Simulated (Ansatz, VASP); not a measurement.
**Ga in VASP and in Ansatz**

```
CELL_PARAMETERS angstrom
-1.71388 1.71388 1.63734
1.71388 -1.71388 1.63734
1.71388 1.71388 -1.63734
ATOMIC_POSITIONS crystal
Ga 0.00000 0.00000 0.00000
```

Change from the starting cell: z stretched by -3 % at fixed volume.

Alike in both runs: task single point; functional PBE; k mesh 17 × 17 × 17; occupations fermi-dirac, width 0.03 eV; no spin polarisation.

|  | VASP | Ansatz |
| --- | --- | --- |
| version | VASP 6.6.1 | Ansatz 0.2.0 |
| potentials or method | VASP PAW PBE potentials, release 64 (Ga_d), cutoff 520 eV | all-electron LAPW, scalar-relativistic |

```csv
,VASP,Ansatz,Ansatz less VASP
pressure (GPa),0.0,0.0,-0.04
"traceless stress, the component that is largest in VASP (GPa)",0.26,0.25,-0.001
```

Ansatz ran all-electron here, and VASP with PAW potentials.
